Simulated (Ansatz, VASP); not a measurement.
## One calculation of BN, two programs

```
CELL_PARAMETERS angstrom
2.68518 0.00000 0.00000
-1.34259 2.32543 0.00000
0.00000 0.00000 6.84989
ATOMIC_POSITIONS crystal
B 0.33333 0.66667 0.25000
B 0.66667 0.33333 0.75000
N 0.33333 0.66667 0.75000
N 0.66667 0.33333 0.25000
```

Alike in both runs: task single point; functional PBEsol; k mesh 12 × 12 × 4; occupations gaussian, width 0.05 eV; no spin polarisation.

```csv
,VASP,Ansatz
version,VASP 6.6.1,Ansatz 0.2.0
potentials or method,"VASP PAW PBE potentials, release 64 (B, N), cutoff 520 eV","scalar-relativistic, plane waves, PAW"
valence electrons in the cell,16,16
```

```csv
,VASP,Ansatz,Ansatz less VASP
gap on the k mesh at the Fermi level (eV),3.84,3.84,+0.005
least direct gap on the mesh (eV),4.06,4.07,+0.003
```

VASP's potentials were made for PBE, not for PBEsol, and Ansatz warns of the same on its side.
